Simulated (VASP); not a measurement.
# Ti (P6_3/mmc) in VASP: further runs

Runs on Ti. Level: PBE. Tasks: single point.

Program: VASP 6.6.1. These are calculated values, not measurements. Logs are shortened: lines on timing, memory, paths and dates and some standing lists are left out, and cuts for length are marked.

### 1 The cell of the first run

Symmetry: P6_3/mmc, No. 194, hexagonal system. Conventional cell: a = 2.869 Å, b = 2.869 Å, c = 4.552 Å, α = 90.00°, β = 90.00°, γ = 120.00°. Ti (site symmetry -6m2) has 12 Ti at 2.81 to 2.87 Å within 3.7 Å.

### 2 Single point, PBE

Input file INCAR:

```
ALGO = Normal
EDIFF = 1E-6
ENCUT = 520
GGA = PE
ISIF = 2
ISMEAR = -1
LASPH = T
LCHARG = F
LREAL = F
LWAVE = F
NBANDS = 19
NELM = 100
PREC = Accurate
SIGMA = 0.3
```

Input file KPOINTS:

```
k-points
0
Gamma
  13 13 7
```

Input file POSCAR:

```
Ti
1.0
    2.8691370373      0.0000000000      0.0000000000
   -1.4345685187      2.4847455601      0.0000000000
    0.0000000000      0.0000000000      4.5517157067
Ti
2
Direct
    0.3333333333      0.6666666667      0.2500000000
    0.6666666667      0.3333333333      0.7500000000
```

Potentials or basis: VASP PAW PBE potentials, release 64 (Ti_sv).

Run with:

```sh
cat potpaw_PBE.64/Ti_sv/POTCAR > POTCAR
mpirun -np 1 vasp_std > vasp.out
```

OUTCAR:

```text
EDIFF = 1E-6
   ENCUT = 520
   GGA = PE
   ISIF = 2
   ISMEAR = -1
   LASPH = T
   LREAL = F
   NELM = 100
   PREC = Accurate

 ion  position               nearest neighbor table
   1  0.333  0.667  0.250-   2 2.81   2 2.81   2 2.81   2 2.81   2 2.81   2 2.81
   2  0.667  0.333  0.750-   1 2.81   1 2.81   1 2.81   1 2.81   1 2.81   1 2.81

  LATTYP: Found a hexagonal cell.
 ALAT       =     2.8691370373
 C/A-ratio  =     1.5864406780

  Lattice vectors:

 A1 = (   2.8691370373,   0.0000000000,   0.0000000000)
 A2 = (  -1.4345685187,   2.4847455601,   0.0000000000)
 A3 = (   0.0000000000,   0.0000000000,   4.5517157067)

Analysis of symmetry for initial positions (statically):
=====================================================================
 Subroutine PRICEL returns:
 Original cell was already a primitive cell.

 Routine SETGRP: Setting up the symmetry group for a
 hexagonal supercell.

 Subroutine GETGRP returns: Found 24 space group operations
 (whereof 12 operations were pure point group operations)
 out of a pool of 24 trial point group operations.

The static configuration has the point symmetry D_3d.
 The point group associated with its full space group is D_6h.

Analysis of symmetry for dynamics (positions and initial velocities):
=====================================================================
 Subroutine PRICEL returns:
 Original cell was already a primitive cell.

 Routine SETGRP: Setting up the symmetry group for a
 hexagonal supercell.

 Subroutine GETGRP returns: Found 24 space group operations
 (whereof 12 operations were pure point group operations)
 out of a pool of 24 trial point group operations.

The dynamic configuration has the point symmetry D_3d.
 The point group associated with its full space group is D_6h.

 Subroutine INISYM returns: Found 24 space group operations
 (whereof 12 operations are pure point group operations),
 and found     1 'primitive' translations

----------------------------------------------------------------------------------------

                                     Primitive cell

  volume of cell :      32.4495

  direct lattice vectors                    reciprocal lattice vectors
     2.869137037  0.000000000  0.000000000     0.348536855  0.201227847  0.000000000
    -1.434568519  2.484745560  0.000000000     0.000000000  0.402455694  0.000000000
     0.000000000  0.000000000  4.551715707     0.000000000  0.000000000  0.219697377

  length of vectors
     2.869137037  2.869137036  4.551715707     0.402455694  0.402455694  0.219697377

  position of ions in fractional coordinates (direct lattice)
     0.333333333  0.666666667  0.250000000
     0.666666667  0.333333333  0.750000000

  ion indices of the primitive-cell ions
   primitive index   ion index
                 1           1
                 2           2

----------------------------------------------------------------------------------------

 KPOINTS: k-points

Automatic generation of k-mesh.
 Grid dimensions read from file:
 generate k-points for:   13   13    7

 Generating k-lattice:

  Cartesian coordinates                     Fractional coordinates (reciprocal lattice)
     0.026810527  0.015479065  0.000000000     0.076923077  0.000000000  0.000000000
     0.000000000  0.030958130  0.000000000     0.000000000  0.076923077  0.000000000
     0.000000000  0.000000000  0.031385340     0.000000000  0.000000000  0.142857143

  Length of vectors
     0.030958130  0.030958130  0.031385340

  Shift w.r.t. Gamma in fractional coordinates (k-lattice)
     0.000000000  0.000000000  0.000000000

 Subroutine IBZKPT returns following result:
 ===========================================

 Found     84 irreducible k-points:

 Following reciprocal coordinates:
            Coordinates               Weight
  0.000000  0.000000  0.000000      1.000000
  0.076923  0.000000  0.000000      6.000000
  0.153846  0.000000  0.000000      6.000000
  0.230769  0.000000  0.000000      6.000000
  0.307692  0.000000  0.000000      6.000000
  0.384615  0.000000  0.000000      6.000000
[... 16 lines left out ...]
  0.076923  0.000000  0.142857     12.000000
  0.153846  0.000000  0.142857     12.000000
 [... further k-points ...]
   k-points           NKPTS =     84   k-points in BZ     NKDIM =     84   number of bands    NBANDS=     19
   number of dos      NEDOS =    301   number of ions     NIONS =      2
   total plane-waves  NPLWV =  20736
   dimension x,y,z NGX =    24 NGY =   24 NGZ =   36
   dimension x,y,z NGXF=    48 NGYF=   48 NGZF=   72
   ions per type =               2
   NGX,Y,Z   is equivalent  to a cutoff of  13.91, 13.91, 13.15 a.u.
   NGXF,Y,Z  is equivalent  to a cutoff of  27.81, 27.81, 26.30 a.u.
 SYSTEM =  unknown system
   PREC   = accura    normal or accurate (medium, high low for compatibility)
   ISTART =      0    job   : 0-new  1-cont  2-samecut
   ICHARG =      2    charge: 1-file 2-atom 10-const
   ISPIN  =      1    spin polarized calculation?
   LNONCOLLINEAR =      F non collinear calculations
   LSORBIT =      F    spin-orbit coupling
   LASPH  =      T    aspherical Exc in radial PAW
   ENCUT  =  520.0 eV  38.22 Ry    6.18 a.u.   5.33  5.33  8.46*2*pi/ulx,y,z
   NELM   =    100;   NELMIN=  2; NELMDL= -5     # of ELM steps
   EDIFF  = 0.1E-05   stopping-criterion for ELM
   LREAL  =      F    real-space projection
   EDIFFG = 0.1E-04   stopping-criterion for IOM
   NSW    =      0    number of steps for IOM
   IBRION =     -1    ionic relax: 0-MD 1-quasi-New 2-CG
   NFREE  =      0    steps in history (QN), initial steepest desc. (CG)
   ISIF   =      2    stress and relaxation
   ISYM   =      2    0-nonsym 1-usesym 2-fastsym
   POTIM  = 0.5000    time-step for ionic-motion
   TEBEG  =    0.0;   TEEND  =   0.0 temperature during run
   PSTRESS=    0.0 pullay stress
   NELECT =      24.0000    total number of electrons
   NUPDOWN=      -1.0000    fix difference up-down
   EMIN   =  10.00;   EMAX   =-10.00  energy-range for DOS
   EFERMI =   0.00;   METHOD = LEGACY
   ISMEAR =    -1;   SIGMA  =   0.30  broadening in eV -4-tet -1-fermi 0-gaus
   EFERMI_NEDOS =   21; number of points for ismear=-14 and -15
   IALGO  =     38    algorithm
   IMIX   =      4    mixing-type and parameters
     AMIX     =   0.40;   BMIX     =  1.00
     AMIX_MAG =   1.60;   BMIX_MAG =  1.00
  volume/ion in A,a.u.               =      16.22       109.49
  Fermi-wavevector in a.u.,A,eV,Ry     =   1.480502  2.797744 29.822440  2.191888
  Thomas-Fermi vector in A             =   2.594529
   LORBIT       =      0    0 simple, 1 ext, 2 COOP (PROOUT), +10 PAW based schemes
   GGA     = PE    functional components
   LHFCALC =     F    Hartree Fock is set to
   AEXX    =    0.0000 exact exchange contribution
   IVDW    =     0    specifies the selected vdW correction
   LEPSILON=     F    determine dielectric tensor
   LRPA    =     F    only Hartree local field effects (RPA)
 non-spin polarized calculation
  energy-cutoff  :      520.00
  volume of cell :       32.45
 maximum number of plane-waves:       887
 NGX is ok and might be reduce to    24
   NGX = 11   NGY = 11   NGZ = 17

 number of electron      24.0000004 magnetization

 Free energy of the ion-electron system (eV)
  ---------------------------------------------------
  ext. energy  EPLUGINS =         0.00000000
  ---------------------------------------------------
  free energy    TOTEN  =       -15.98786947 eV

  energy without entropy =      -15.16613974  energy(sigma->0) =      -15.57700461

 E-fermi :   9.0096     XC(G=0): -11.8163

 val. band max:        8.9889135533   @ k =   0.1538   0.0000   0.0000
 cond. band min:       9.0234906014   @ k =   0.1538   0.0000   0.4286
 fundamental gap:      0.0345770481
 Fermi energy:         9.0096174075

 k-point     1 :       0.0000    0.0000    0.0000
  band No.  band energies     occupation
      1     -47.5996      2.00000
      2     -47.4204      2.00000
      3     -24.2460      2.00000
      4     -23.4981      2.00000
      5     -23.4981      2.00000
      6     -23.3755      2.00000
[... 11 lines left out ...]
     18      10.8917      0.00376
     19      12.5661      0.00001

 k-point     2 :       0.0769    0.0000    0.0000
  band No.  band energies     occupation
      1     -47.5919      2.00000
      2     -47.4172      2.00000
      3     -24.2297      2.00000
      4     -23.5318      2.00000
      5     -23.5093      2.00000
      6     -23.4106      2.00000
[... 11 lines left out ...]
     18      10.7889      0.00530
     19      12.6220      0.00001

 k-point     3 :       0.1538    0.0000    0.0000
  band No.  band energies     occupation
      1     -47.5702      2.00000
      2     -47.4090      2.00000
      3     -24.1828      2.00000
      4     -23.6258      2.00000
      5     -23.5394      2.00000
      6     -23.5060      2.00000
[... 11 lines left out ...]
     18      10.9089      0.00355
     19      12.7436      0.00001

 k-point     4 :       0.2308    0.0000    0.0000
  band No.  band energies     occupation
      1     -47.5383      2.00000
      2     -47.3984      2.00000
      3     -24.1111      2.00000
      4     -23.7595      2.00000
      5     -23.6358      2.00000
      6     -23.5801      2.00000
[... 11 lines left out ...]
     18      11.4067      0.00068
     19      12.8643      0.00001

 k-point     5 :       0.3077    0.0000    0.0000
  band No.  band energies     occupation
      1     -47.5021      2.00000
      2     -47.3892      2.00000
      3     -24.0240      2.00000
      4     -23.9024      2.00000
      5     -23.7683      2.00000
      6     -23.6217      2.00000
[... 11 lines left out ...]
     18      11.9922      0.00010
     19      12.9536      0.00000

 k-point     6 :       0.3846    0.0000    0.0000
  band No.  band energies     occupation
      1     -47.4687      2.00000
      2     -47.3849      2.00000
      3     -24.0210      2.00000
      4     -23.9358      2.00000
      5     -23.8749      2.00000
      6     -23.6552      2.00000
[... 11 lines left out ...]
     18      12.5838      0.00001
     19      13.0075      0.00000

 k-point     7 :       0.4615    0.0000    0.0000
  band No.  band energies     occupation
      1     -47.4470      2.00000
      2     -47.3853      2.00000
      3     -24.0879      2.00000
      4     -23.9340      2.00000
      5     -23.8716      2.00000
      6     -23.6739      2.00000
[... 11 lines left out ...]
     18      13.0320      0.00000
     19      13.5891      0.00000

 k-point     8 :       0.0769    0.0769    0.0000
  band No.  band energies     occupation
      1     -47.5772      2.00000
      2     -47.4116      2.00000
      3     -24.1981      2.00000
      4     -23.5894      2.00000
      5     -23.5432      2.00000
      6     -23.4646      2.00000
[... 256 lines left out ...]
 k-point    20 :       0.3846    0.2308    0.0000
  band No.  band energies     occupation
      1     -47.4203      2.00000
      2     -47.3911      2.00000
      3     -24.0167      2.00000
      4     -23.8688      2.00000
      5     -23.8082      2.00000
      6     -23.7831      2.00000
[... 11 lines left out ...]
     18      12.7690      0.00001
     19      14.7947      0.00000

 k-point    21 :       0.3077    0.3077    0.0000
  band No.  band energies     occupation
      1     -47.4123      2.00000
      2     -47.3952      2.00000
      3     -23.9869      2.00000
      4     -23.8660      2.00000
      5     -23.8206      2.00000
      6     -23.7524      2.00000
[... 11 lines left out ...]
     18      12.7282      0.00001
     19      15.0921      0.00000

 k-point    22 :       0.0000    0.0000    0.1429
  band No.  band energies     occupation
      1     -47.5909      2.00000
      2     -47.4294      2.00000
      3     -24.2042      2.00000
      4     -23.4920      2.00000
      5     -23.4920      2.00000
      6     -23.4087      2.00000
[... 11 lines left out ...]
     18      11.0913      0.00194
     19      12.5761      0.00001

 k-point    23 :       0.0769    0.0000    0.1429
  band No.  band energies     occupation
      1     -47.5834      2.00000
      2     -47.4260      2.00000
      3     -24.1900      2.00000
      4     -23.5248      2.00000
      5     -23.5029      2.00000
      6     -23.4436      2.00000
[... 11 lines left out ...]
     18      11.0416      0.00229
     19      12.6212      0.00001

 k-point    24 :       0.1538    0.0000    0.1429
  band No.  band energies     occupation
      1     -47.5623      2.00000
      2     -47.4171      2.00000
      3     -24.1501      2.00000
      4     -23.6157      2.00000
      5     -23.5376      2.00000
      6     -23.5322      2.00000
[... 11 lines left out ...]
     18      11.0604      0.00215
     19      12.7184      0.00001

 [... further k-points ...]
[... 5 lines left out ...]
  --------------------------------------------------------------------------------------
  -------------------------------------------------------------------------------------
  Total        2.0597769      2.0597769      2.3102345     -0.0000000      0.0000000     -0.0000000
  in kB      101.7003439    101.7003438    114.0665489     -0.0000000      0.0000000     -0.0000000
  external PRESSURE =     105.8224122 kB  Pullay stress =       0.0000000 kB

 VOLUME and BASIS-vectors are now :
 -----------------------------------------------------------------------------
  energy-cutoff  :      520.00
  volume of cell :       32.45
      direct lattice vectors                 reciprocal lattice vectors
     2.869137037  0.000000000  0.000000000     0.348536855  0.201227847  0.000000000
    -1.434568519  2.484745560  0.000000000     0.000000000  0.402455694  0.000000000
     0.000000000  0.000000000  4.551715707     0.000000000  0.000000000  0.219697377

 POSITION                                       TOTAL-FORCE (eV/Angst)
 -----------------------------------------------------------------------------------
     -0.00000      1.65650      1.13793        -0.000000     -0.000000      0.000000
      1.43457      0.82825      3.41379         0.000000      0.000000      0.000000
 -----------------------------------------------------------------------------------
    total drift:                               -0.000000      0.000000     -0.000000

  FREE ENERGIE OF THE ION-ELECTRON SYSTEM (eV)
  ---------------------------------------------------
  free  energy   TOTEN  =       -15.9878694728 eV

  energy  without entropy=      -15.1661397413  energy(sigma->0) =      -15.57700461
```

Run time: 60 s. Hardware: 1 thread of Intel Xeon 6975P-C, shared host; peak memory 0.18 GiB.

What came out:

```yaml
Free_energy: -15.9879 eV
Pressure: 10.6 GPa
Band_gap_on_the_k_mesh: zero (band 12 reaches 9.92 eV, above the bottom of band 13 at 8.76 eV)
```

(Continued in part 2 of 2.)
